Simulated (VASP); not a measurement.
A run of VASP 6.6.1 is set up as follows.

Contents of INCAR:

```
PREC     = Accurate       # precision mode
ENCUT    = 600            # plane-wave cutoff, eV
EDIFF    = 1E-6           # SCF threshold, eV
ISMEAR   = 1              # smearing method
SIGMA    = 0.05           # smearing width, eV
LREAL    = F              # projectors in reciprocal space
LASPH    = T              # aspherical terms in the spheres
NELM     = 80             # most SCF steps
ALGO     = Normal         # electronic algorithm
ISIF     = 3              # what is computed and relaxed
LWAVE    = F              # write WAVECAR
LCHARG   = F              # write CHGCAR
GGA      = PE             # functional
IVDW     = 12             # dispersion correction
IBRION   = 2              # ionic algorithm
NSW      = 100            # ionic steps
EDIFFG   = -0.01          # ionic threshold
```

File KPOINTS:

```
Automatic mesh
0
Gamma
  13 13 13
```

POSCAR

```
Ag
1.0
    2.8888850000      0.0000000000      0.0000000000
    1.4444425000      2.5018477986      0.0000000000
    1.4444425000      0.8339492662      2.3587647252
Ag
1
Direct
    0.0000000000      0.0000000000      0.0000000000
```

Potentials or basis: VASP PAW PBE potentials, release 64 (Ag).

Launch:

```bash
$ cat potpaw_PBE.64/Ag/POTCAR > POTCAR
$ mpirun -np 1 vasp_std > vasp.out
```

Task: Estimate the space group after relaxing (to 0.05 Å).

Result: Fm-3m (No. 225).

Task: What does it give for the relaxed cell?

Result: a = 2.876 Å, b = 2.876 Å, c = 2.876 Å, α = 60.00°, β = 60.00°, γ = 60.00°.

Task: What does it give for the relaxed volume?

Result: 16.82 Å³/atom.

Task: Estimate the dispersion energy per atom.

Result: -0.597 eV.

The path:
```tsv
step	energy change (eV)	largest force (eV/Å)	pressure (GPa)	volume (Å³)
1	0.0000	0.0000	-1.43	17.05
2	-0.0005	0.0000	1.04	16.68
3	-0.0010	0.0000	0.03	16.82
```

Caveat: pairwise dispersion overbinds metals, which lowers pressure and volume.
